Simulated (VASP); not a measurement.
# Ba (Im-3m) in VASP: a series of runs, part 2 of 3

VASP 6.6.1. Earlier steps stand in the parts before.

### 5 Single point, LDA

INCAR reads:

```
SYSTEM = Ba
PREC     = Accurate       ! precision mode
ENCUT    = 520            ! plane-wave cutoff, eV
EDIFF    = 1E-6           ! SCF threshold, eV
ISMEAR   = 1              ! smearing method
SIGMA    = 0.3            ! smearing width, eV
LREAL    = .False.        ! projectors in reciprocal space
LASPH    = .True.         ! aspherical terms in the spheres
NELM     = 80             ! most SCF steps
ALGO     = Normal         ! electronic algorithm
ISIF     = 2              ! what is computed and relaxed
LWAVE    = .False.        ! write WAVECAR
LCHARG   = .False.        ! write CHGCAR
GGA      = CA             ! functional
NBANDS   = 11             ! bands
```

KPOINTS reads:

```
Automatic mesh
0
Gamma
  9 9 9
  0 0 0
```

POSCAR reads:

```
Ba
1.0
   -2.3789385306      2.3789385306      2.3789385306
    2.3789385306     -2.3789385306      2.3789385306
    2.3789385306      2.3789385306     -2.3789385306
Ba
1
Direct
    0.0000000000      0.0000000000      0.0000000000
```

Potentials or basis: VASP PAW LDA potentials, release 64 (Ba_sv).

Launch:

```bash
$ cat potpaw_LDA.64/Ba_sv/POTCAR > POTCAR
$ mpirun -np 1 vasp_std > vasp.out
```

OUTCAR:

```text
SYSTEM = Ba
   PREC = Accurate
   ENCUT = 520
   EDIFF = 1E-6
   ISMEAR = 1
   LREAL = .False.
   LASPH = .True.
   NELM = 80
   ISIF = 2
   GGA = CA

 ion  position               nearest neighbor table
   1  0.000  0.000  0.000-

  LATTYP: Found a body centered cubic cell.
 ALAT       =     4.7578770612

  Lattice vectors:

 A1 = (  -2.3789385306,   2.3789385306,   2.3789385306)
 A2 = (   2.3789385306,  -2.3789385306,   2.3789385306)
 A3 = (   2.3789385306,   2.3789385306,  -2.3789385306)

Analysis of symmetry for initial positions (statically):
=====================================================================
 Subroutine PRICEL returns:
 Original cell was already a primitive cell.

 Routine SETGRP: Setting up the symmetry group for a
 body centered cubic supercell.

 Subroutine GETGRP returns: Found 48 space group operations
 (whereof 48 operations were pure point group operations)
 out of a pool of 48 trial point group operations.

The static configuration has the point symmetry O_h .

Analysis of symmetry for dynamics (positions and initial velocities):
=====================================================================
 Subroutine PRICEL returns:
 Original cell was already a primitive cell.

 Routine SETGRP: Setting up the symmetry group for a
 body centered cubic supercell.

 Subroutine GETGRP returns: Found 48 space group operations
 (whereof 48 operations were pure point group operations)
 out of a pool of 48 trial point group operations.

The dynamic configuration has the point symmetry O_h .

 Subroutine INISYM returns: Found 48 space group operations
 (whereof 48 operations are pure point group operations),
 and found     1 'primitive' translations

----------------------------------------------------------------------------------------

                                     Primitive cell

  volume of cell :      53.8530

  direct lattice vectors                    reciprocal lattice vectors
    -2.378938531  2.378938531  2.378938531     0.000000000  0.210177772  0.210177772
     2.378938531 -2.378938531  2.378938531     0.210177772  0.000000000  0.210177772
     2.378938531  2.378938531 -2.378938531     0.210177772  0.210177772  0.000000000

  length of vectors
     4.120442403  4.120442403  4.120442403     0.297236256  0.297236256  0.297236256

  position of ions in fractional coordinates (direct lattice)
     0.000000000  0.000000000  0.000000000

  ion indices of the primitive-cell ions
   primitive index   ion index
                 1           1

----------------------------------------------------------------------------------------

 KPOINTS: Automatic mesh

Automatic generation of k-mesh.
 Grid dimensions read from file:
 generate k-points for:    9    9    9

 Generating k-lattice:

  Cartesian coordinates                     Fractional coordinates (reciprocal lattice)
     0.000000000  0.023353086  0.023353086     0.111111111  0.000000000  0.000000000
     0.023353086  0.000000000  0.023353086     0.000000000  0.111111111  0.000000000
     0.023353086  0.023353086  0.000000000     0.000000000  0.000000000  0.111111111

  Length of vectors
     0.033026251  0.033026251  0.033026251

  Shift w.r.t. Gamma in fractional coordinates (k-lattice)
     0.000000000  0.000000000  0.000000000

 Subroutine IBZKPT returns following result:
 ===========================================

 Found     35 irreducible k-points:

 Following reciprocal coordinates:
            Coordinates               Weight
  0.000000  0.000000  0.000000      1.000000
  0.111111  0.000000  0.000000     12.000000
  0.222222  0.000000  0.000000     12.000000
  0.333333  0.000000  0.000000     12.000000
  0.444444  0.000000  0.000000     12.000000
  0.111111  0.111111  0.000000     24.000000
[... 16 lines left out ...]
 -0.333333  0.444444  0.111111     48.000000
 -0.444444 -0.444444  0.111111     24.000000
 [... further k-points ...]
   k-points           NKPTS =     35   k-points in BZ     NKDIM =     35   number of bands    NBANDS=     11
   number of dos      NEDOS =    301   number of ions     NIONS =      1
   total plane-waves  NPLWV =  32768
   dimension x,y,z NGX =    32 NGY =   32 NGZ =   32
   dimension x,y,z NGXF=    64 NGYF=   64 NGZF=   64
   ions per type =               1
   NGX,Y,Z   is equivalent  to a cutoff of  12.91, 12.91, 12.91 a.u.
   NGXF,Y,Z  is equivalent  to a cutoff of  25.82, 25.82, 25.82 a.u.
 SYSTEM =  Ba
   PREC   = accura    normal or accurate (medium, high low for compatibility)
   ISTART =      0    job   : 0-new  1-cont  2-samecut
   ICHARG =      2    charge: 1-file 2-atom 10-const
   ISPIN  =      1    spin polarized calculation?
   LNONCOLLINEAR =      F non collinear calculations
   LSORBIT =      F    spin-orbit coupling
   LASPH  =      T    aspherical Exc in radial PAW
   ENCUT  =  520.0 eV  38.22 Ry    6.18 a.u.   7.66  7.66  7.66*2*pi/ulx,y,z
   NELM   =     80;   NELMIN=  2; NELMDL= -5     # of ELM steps
   EDIFF  = 0.1E-05   stopping-criterion for ELM
   LREAL  =      F    real-space projection
   EDIFFG = 0.1E-04   stopping-criterion for IOM
   NSW    =      0    number of steps for IOM
   IBRION =     -1    ionic relax: 0-MD 1-quasi-New 2-CG
   NFREE  =      0    steps in history (QN), initial steepest desc. (CG)
   ISIF   =      2    stress and relaxation
   ISYM   =      2    0-nonsym 1-usesym 2-fastsym
   POTIM  = 0.5000    time-step for ionic-motion
   TEBEG  =    0.0;   TEEND  =   0.0 temperature during run
   PSTRESS=    0.0 pullay stress
   NELECT =      10.0000    total number of electrons
   NUPDOWN=      -1.0000    fix difference up-down
   EMIN   =  10.00;   EMAX   =-10.00  energy-range for DOS
   EFERMI =   0.00;   METHOD = LEGACY
   ISMEAR =     1;   SIGMA  =   0.30  broadening in eV -4-tet -1-fermi 0-gaus
   EFERMI_NEDOS =   21; number of points for ismear=-14 and -15
   IALGO  =     38    algorithm
   IMIX   =      4    mixing-type and parameters
     AMIX     =   0.40;   BMIX     =  1.00
     AMIX_MAG =   1.60;   BMIX_MAG =  1.00
  volume/ion in A,a.u.               =      53.85       363.42
  Fermi-wavevector in a.u.,A,eV,Ry     =   0.933982  1.764969 11.868654  0.872321
  Thomas-Fermi vector in A             =   2.060739
   LORBIT       =      0    0 simple, 1 ext, 2 COOP (PROOUT), +10 PAW based schemes
   GGA     = CA    functional components
   LHFCALC =     F    Hartree Fock is set to
   AEXX    =    0.0000 exact exchange contribution
   IVDW    =     0    specifies the selected vdW correction
   LEPSILON=     F    determine dielectric tensor
   LRPA    =     F    only Hartree local field effects (RPA)
 non-spin polarized calculation
 Methfessel and Paxton  Order N= 1 SIGMA  =   0.30
  energy-cutoff  :      520.00
  volume of cell :       53.85
 maximum number of plane-waves:      1481
   NGX = 15   NGY = 15   NGZ = 15

 number of electron      10.0000000 magnetization

 number of electron       9.9999999 magnetization

 Free energy of the ion-electron system (eV)
  ---------------------------------------------------
  ext. energy  EPLUGINS =         0.00000000
  ---------------------------------------------------
  free energy    TOTEN  =        -2.24877488 eV

  energy without entropy =       -2.25398904  energy(sigma->0) =       -2.25051293

 E-fermi :   1.9849     XC(G=0):  -8.1433

 val. band max:        1.9754868323   @ k =  -0.3333   0.4444   0.2222
 cond. band min:       2.0151876614   @ k =   0.3333   0.3333   0.0000
 fundamental gap:      0.0397008291
 Fermi energy:         1.9849429633

 k-point     1 :       0.0000    0.0000    0.0000
  band No.  band energies     occupation
      1     -26.6054      2.00000
      2     -11.4444      2.00000
      3     -11.4444      2.00000
      4     -11.4444      2.00000
      5      -0.8302      2.00000
      6       3.9029     -0.00000
      7       3.9029     -0.00000
      8       3.9029     -0.00000
      9       5.5926     -0.00000
     10       5.5926     -0.00000
     11       9.4095      0.00000

 k-point     2 :       0.1111    0.0000    0.0000
  band No.  band energies     occupation
      1     -26.5954      2.00000
      2     -11.5431      2.00000
      3     -11.4737      2.00000
      4     -11.4453      2.00000
      5      -0.5522      2.00000
      6       3.6871     -0.00000
      7       3.7800     -0.00000
      8       4.1886     -0.00000
      9       5.2768     -0.00000
     10       5.5717     -0.00000
     11       9.7218      0.00000
[... 295 lines left out ...]
 k-point    24 :      -0.4444   -0.4444    0.1111
  band No.  band energies     occupation
      1     -26.5037      2.00000
      2     -12.1292      2.00000
      3     -11.8041      2.00000
      4     -11.5669      2.00000
      5       1.5701      2.06476
      6       2.8562     -0.00032
      7       2.9427     -0.00006
      8       4.7094     -0.00000
      9       6.6089     -0.00000
     10       8.3516      0.00000
     11       8.8307      0.00000

 [... further k-points ...]
[... 5 lines left out ...]
  --------------------------------------------------------------------------------------
  -------------------------------------------------------------------------------------
  Total        0.0134370      0.0134370      0.0134370      0.0000000      0.0000000     -0.0000000
  in kB        0.3997642      0.3997642      0.3997642      0.0000000      0.0000000     -0.0000000
  external PRESSURE =       0.3997642 kB  Pullay stress =       0.0000000 kB

 VOLUME and BASIS-vectors are now :
 -----------------------------------------------------------------------------
  energy-cutoff  :      520.00
  volume of cell :       53.85
      direct lattice vectors                 reciprocal lattice vectors
    -2.378938531  2.378938531  2.378938531     0.000000000  0.210177772  0.210177772
     2.378938531 -2.378938531  2.378938531     0.210177772  0.000000000  0.210177772
     2.378938531  2.378938531 -2.378938531     0.210177772  0.210177772  0.000000000

 POSITION                                       TOTAL-FORCE (eV/Angst)
 -----------------------------------------------------------------------------------
      0.00000      0.00000      0.00000         0.000000     -0.000000      0.000000
 -----------------------------------------------------------------------------------
    total drift:                                0.000000      0.000000     -0.000000

  FREE ENERGIE OF THE ION-ELECTRON SYSTEM (eV)
  ---------------------------------------------------
  free  energy   TOTEN  =        -2.2487748781 eV

  energy  without entropy=       -2.2539890404  energy(sigma->0) =       -2.25051293
```

Wall time 24 s (1 thread of AMD EPYC 7R13, shared host); peak memory 0.13 GiB.

What came out:

- Free energy: -2.2488 eV
- Pressure: 0.0 GPa
- Band gap on the k mesh: zero (band 5 reaches 2.57 eV, above the bottom of band 6 at 1.31 eV)

Levels at points of the mesh, in eV from the Fermi level:
| k point | band 2 | band 3 | band 4 | band 5 | band 6 | band 7 | band 8 | band 9 |
| --- | --- | --- | --- | --- | --- | --- | --- | --- |
| (0.00, 0.00, 0.00) | -13.43 | -13.43 | -13.43 | -2.82 | 1.92 | 1.92 | 1.92 | 3.61 |

Caveat: spin-orbit coupling is left out, which moves the levels of the heavy elements.

(Part 2 of 3 ends here.)
